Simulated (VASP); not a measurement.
Here is a VASP 6.6.1 calculation.

File INCAR:

```
PREC     = Accurate       # precision mode
ENCUT    = 520            # plane-wave cutoff, eV
EDIFF    = 1E-6           # SCF threshold, eV
ISMEAR   = 0              # smearing method
SIGMA    = 0.01           # smearing width, eV
LREAL    = False          # projectors in reciprocal space
LASPH    = True           # aspherical terms in the spheres
NELM     = 60             # most SCF steps
ALGO     = Normal         # electronic algorithm
ISIF     = 2              # what is computed and relaxed
LWAVE    = False          # write WAVECAR
LCHARG   = False          # write CHGCAR
GGA      = PS             # functional
NBANDS   = 30             # bands
```

KPOINTS

```
Automatic mesh
0
Gamma
  6 6 6
```

Contents of POSCAR:

```
CsSnI3
1.0
    6.0113899559      0.0000000000      0.0000000000
    0.0000000000      6.0113899559      0.0000000000
    0.0000000000      0.0000000000      6.2076802401
Cs Sn I
1 1 3
Direct
    0.0000000000      0.0000000000      0.0000000000
    0.5000000000      0.5000000000      0.5000000000
    0.0000000000      0.5000000000      0.5000000000
    0.5000000000      0.0000000000      0.5000000000
    0.5000000000      0.5000000000      0.0000000000
```

Potentials or basis: VASP PAW PBE potentials, release 64 (Cs_sv, Sn_d, I).

The run is started by

```bash
$ cat potpaw_PBE.64/Cs_sv/POTCAR potpaw_PBE.64/Sn_d/POTCAR potpaw_PBE.64/I/POTCAR > POTCAR
$ mpirun -np 1 vasp_std > vasp.out
```

**Question.** What does it give for the band gap on the k mesh?

**Answer.** 0.17 eV (least direct gap 0.21 eV).

**Question.** What does it give for the pressure?

**Answer.** 0.6 GPa.

Stress tensor (GPa, compression positive):
```
 1.05  0.00  0.00
 0.00  1.05  0.00
 0.00  0.00 -0.30
```

Caveat: the cell differs from its parent crystal (biaxial strain in the a-b plane: -2.0 %); semilocal functionals underestimate gaps, and a narrow one can read as zero; the PAW data sets were made with another functional, which shifts forces and pressure a little; spin-orbit coupling is left out, which moves the levels of the heavy elements. A k mesh can miss the band edges.
